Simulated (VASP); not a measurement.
# MgCdTe3 (Pm-3m) in VASP: further runs, part 2 of 2

VASP 6.6.1. The steps go on from the part before.

**6. Relaxation of cell and atoms, PBE**

This run uses another cell than the first one, of 35.16 Å³/atom.

Contents of INCAR:

```
SYSTEM = MgCdTe3
ALGO = Normal ; EDIFF = 1E-6
EDIFFG = -0.01 ; ENCUT = 600
GGA = PE ; IBRION = 2
ISIF = 3 ; ISMEAR = 0
LASPH = .TRUE. ; LCHARG = .FALSE.
LREAL = .FALSE. ; LWAVE = .FALSE.
NELM = 80 ; NSW = 100
PREC = Accurate ; SIGMA = 0.1
```

Contents of KPOINTS:

```
k-points
0
G
  8 8 8
  0 0 0
```

Contents of POSCAR:

```
MgCdTe3
1.0
    5.6020956410      0.0000000000      0.0000000000
    0.0000000000      5.6020956410      0.0000000000
    0.0000000000      0.0000000000      5.6020956410
Mg Cd Te
1 1 3
Direct
    0.5000000000      0.5000000000      0.5000000000
    0.0000000000      0.0000000000      0.0000000000
    0.5000000000      0.0000000000      0.0000000000
    0.0000000000      0.5000000000      0.0000000000
    0.0000000000      0.0000000000      0.5000000000
```

Potentials or basis: VASP PAW PBE potentials, release 64 (Mg, Cd, Te).

On the command line:

```
$ cat potpaw_PBE.64/Mg/POTCAR potpaw_PBE.64/Cd/POTCAR potpaw_PBE.64/Te/POTCAR > POTCAR
$ mpirun -np 1 vasp_std > vasp.out
```

OUTCAR:

```text
SYSTEM = MgCdTe3
   EDIFF = 1E-6
   EDIFFG = -0.01
   ENCUT = 600
   GGA = PE
   IBRION = 2
   ISIF = 3
   ISMEAR = 0
   LASPH = .TRUE.
   LREAL = .FALSE.
   NELM = 80
   NSW = 100
   PREC = Accurate

 ion  position               nearest neighbor table
   1  0.500  0.500  0.500-
   2  0.000  0.000  0.000-   3 2.80   4 2.80   5 2.80   5 2.80   4 2.80   3 2.80
   3  0.500  0.000  0.000-   2 2.80   2 2.80
   4  0.000  0.500  0.000-   2 2.80   2 2.80
   5  0.000  0.000  0.500-   2 2.80   2 2.80

  LATTYP: Found a simple cubic cell.
 ALAT       =     5.6020956410

  Lattice vectors:

 A1 = (   5.6020956410,   0.0000000000,   0.0000000000)
 A2 = (   0.0000000000,   5.6020956410,   0.0000000000)
 A3 = (   0.0000000000,   0.0000000000,   5.6020956410)

Analysis of symmetry for initial positions (statically):
=====================================================================
 Subroutine PRICEL returns:
 Original cell was already a primitive cell.

 Routine SETGRP: Setting up the symmetry group for a
 simple cubic supercell.

[... 226 lines left out ...]
 cond. band min:       2.9974351030   @ k =   0.3750   0.3750   0.2500
 fundamental gap:      0.0205182829
 Fermi energy:         2.9845596049

 k-point     1 :       0.0000    0.0000    0.0000
  band No.  band energies     occupation
      1      -8.5907      2.00000
      2      -7.6365      2.00000
      3      -7.6365      2.00000
      4      -5.6563      2.00000
      5      -5.6563      2.00000
      6      -5.6563      2.00000
[... 541 lines left out ...]
     19       6.2003      0.00000
     20       6.4743      0.00000

 [... further k-points ...]

------------------------ aborting loop because EDIFF is reached ----------------------------------------

  FORCE on cell =-STRESS in cart. coord.  units (eV):
  Direction    XX          YY          ZZ          XY          YZ          ZX
  --------------------------------------------------------------------------------------
  -------------------------------------------------------------------------------------
  Total        0.0088372      0.0088372      0.0088372      0.0000000      0.0000000     -0.0000000
  in kB        0.0803489      0.0803489      0.0803489      0.0000000      0.0000000     -0.0000000
  external PRESSURE =       0.0803489 kB  Pullay stress =       0.0000000 kB

 VOLUME and BASIS-vectors are now :
 -----------------------------------------------------------------------------
  energy-cutoff  :      600.00
  volume of cell :      176.22
      direct lattice vectors                 reciprocal lattice vectors
     5.606370754 -0.000000000 -0.000000000     0.178368510  0.000000000 -0.000000000
    -0.000000000  5.606370754  0.000000000     0.000000000  0.178368510 -0.000000000
     0.000000000  0.000000000  5.606370754     0.000000000  0.000000000  0.178368510

 POSITION                                       TOTAL-FORCE (eV/Angst)
 -----------------------------------------------------------------------------------
      2.80319      2.80319      2.80319        -0.000000      0.000000      0.000000
      0.00000      0.00000      0.00000        -0.000000     -0.000000      0.000000
      2.80319     -0.00000     -0.00000        -0.000000      0.000000      0.000000
     -0.00000      2.80319      0.00000         0.000000      0.000000      0.000000
      0.00000      0.00000      2.80319        -0.000000     -0.000000      0.000000
 -----------------------------------------------------------------------------------
    total drift:                               -0.000000     -0.000000      0.000000

  FREE ENERGIE OF THE ION-ELECTRON SYSTEM (eV)
  ---------------------------------------------------
  free  energy   TOTEN  =        -9.7706119888 eV

  energy  without entropy=       -9.7454668842  energy(sigma->0) =       -9.75803944

 reached required accuracy - stopping structural energy minimisation
```

CONTCAR:

```text
MgCdTe3
   1.00000000000000
     5.6063707539787799   -0.0000000000000000   -0.0000000000000000
    -0.0000000000000000    5.6063707539787799    0.0000000000000000
     0.0000000000000000    0.0000000000000000    5.6063707539787799
  Mg              Cd              Te
     1     1     3
Direct
     0.5000000000000000    0.5000000000000000    0.5000000000000000
     0.0000000000000000    0.0000000000000000    0.0000000000000000
     0.5000000000000000    0.0000000000000000    0.0000000000000000
     0.0000000000000000    0.5000000000000000    0.0000000000000000
     0.0000000000000000    0.0000000000000000    0.5000000000000000

  0.00000000E+00  0.00000000E+00  0.00000000E+00
  0.00000000E+00  0.00000000E+00  0.00000000E+00
  0.00000000E+00  0.00000000E+00  0.00000000E+00
  0.00000000E+00  0.00000000E+00  0.00000000E+00
  0.00000000E+00  0.00000000E+00  0.00000000E+00
```

It took 4.1 min on 1 thread of Intel Xeon 8259CL, shared host; peak memory 0.43 GiB.

Results:

```
Free energy                           : -9.7706 eV
Relaxed volume                        : 35.24 Å³/atom
Relaxed cell                          : a = 5.606 Å, b = 5.606 Å, c = 5.606 Å, α = 90.00°, β = 90.00°, γ = 90.00°
Space group after relaxing (to 0.1 Å) : Pm-3m (No. 221)
Energy gained by relaxing             : 0.0 meV/atom
Ionic steps                           : 2
Pressure after relaxing               : 0.0 GPa
Band gap on the k mesh                : zero (bands 16 and 17 overlap by 1.10 eV)
```

Final structure:
```
Mg Cd Te
1.0
     5.60637    0.00000    0.00000
     0.00000    5.60637    0.00000
     0.00000    0.00000    5.60637
Mg Cd Te
1 1 3
Direct
  0.50000 0.50000 0.50000
  0.00000 0.00000 0.00000
  0.50000 0.00000 0.00000
  0.00000 0.50000 0.00000
  0.00000 0.00000 0.50000
```

Levels at points of the mesh, in eV from the Fermi level:
| k point | band 12 | band 13 | band 14 | band 15 | band 16 | band 17 | band 18 | band 19 | band 20 |
| --- | --- | --- | --- | --- | --- | --- | --- | --- | --- |
| (0.00, 0.00, 0.00) | -1.31 | -0.59 | -0.59 | -0.59 | -0.26 | -0.26 | -0.26 | 0.41 | 4.42 |
| (0.50, 0.00, 0.00) | -2.62 | -1.30 | -1.30 | -1.08 | -0.29 | -0.29 | 1.02 | 2.24 | 4.01 |
| (0.50, 0.50, 0.00) | -1.61 | -1.61 | -1.14 | -1.14 | 0.67 | 0.70 | 0.75 | 2.76 | 3.87 |
| (0.50, 0.50, 0.50) | -2.82 | -0.99 | 0.71 | 0.71 | 0.71 | 0.79 | 0.79 | 4.14 | 4.14 |

Caveat: spin-orbit coupling is left out, which moves the levels of the heavy elements.

**7. The runs side by side**

```tsv
task	cell	k mesh	cutoff (eV)	gap on the mesh (eV)	pressure (GPa)	relaxed volume (Å³/atom)
single point	a = 4.893 Å, 5 atoms	4 × 4 × 4	520	none	36.5	-
single point	a = 5.602 Å, 5 atoms	4 × 4 × 4	520	none	0.3	-
relaxation of cell and atoms	relaxed from a = 4.893 Å, 5 atoms	4 × 4 × 4	600	none	-0.2	35.66
single point	a = 5.602 Å, 5 atoms	8 × 8 × 8	520	none	0.1	-
relaxation of cell and atoms	relaxed from a = 5.602 Å, 5 atoms	8 × 8 × 8	600	none	0.0	35.24
```

Alike in all rows: level PBE; potentials or basis VASP PAW PBE potentials, release 64 (Mg, Cd, Te); no spin polarisation; smearing gaussian 0.1 eV.

Caveats: spin-orbit coupling is left out, which moves the levels of the heavy elements; the cell stands under pressure (at least some runs); the volume moved by over 15 % at a fixed basis, so the end points are rough (at least some runs).

Absolute energies hang on the potentials; compare differences alone.

The gap in the log of VASP goes by the Fermi energy; the results here count the filled bands.